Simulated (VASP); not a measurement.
Runs of VASP 6.6.1 on ZrB. The structure is orthorhombic, space group Cmmm (No. 65). The conventional cell has a = 3.923 Å, b = 3.971 Å, c = 4.014 Å, α = 90.00°, β = 90.00°, γ = 90.00°. Within 2.6 Å of Zr (site symmetry mmm) lie 4 B at 1.96 to 1.99 Å. Within 2.6 Å of B (site symmetry mmm) lie 4 Zr at 1.96 to 1.99 Å. 

```csv
task,level,cell,cutoff (eV),smearing,gap on the mesh (eV),pressure (GPa),relaxed volume (Å³/atom)
single point,PBE,as given,520,gaussian 0.03 eV,none,76.5,-
relaxation of cell and atoms,PBE+D4,relaxed,600,fermi-dirac 0.05 eV,none,0.0,16.79
relaxation of cell and atoms,PBEsol+D4,relaxed,600,fermi-dirac 0.05 eV,none,0.0,(a)
single point,PBE,as given,520,fermi-dirac 0.05 eV,none,76.5,-
relaxation of cell and atoms,PBE+D3(BJ),relaxed,600,fermi-dirac 0.05 eV,none,0.0,16.62
```

Alike in all rows: potentials or basis VASP PAW PBE potentials, release 64 (Zr_sv, B); no spin polarisation; k mesh 10 × 10 × 7.

**Question.** Fill in the values left out.

**Answer.** (a) 16.35.

Caveats: a cell axis changed by over 15 % at a fixed basis, so the end point is rough (at least some runs); the cell stands under pressure (at least some runs); the PAW data sets were made with another functional, which shifts forces and pressure a little (at least some runs).

A k mesh can miss the band edges, and the runs leave out spin-orbit coupling on Zr.

A gap of «none» marks levels without a gap at the run's occupations.
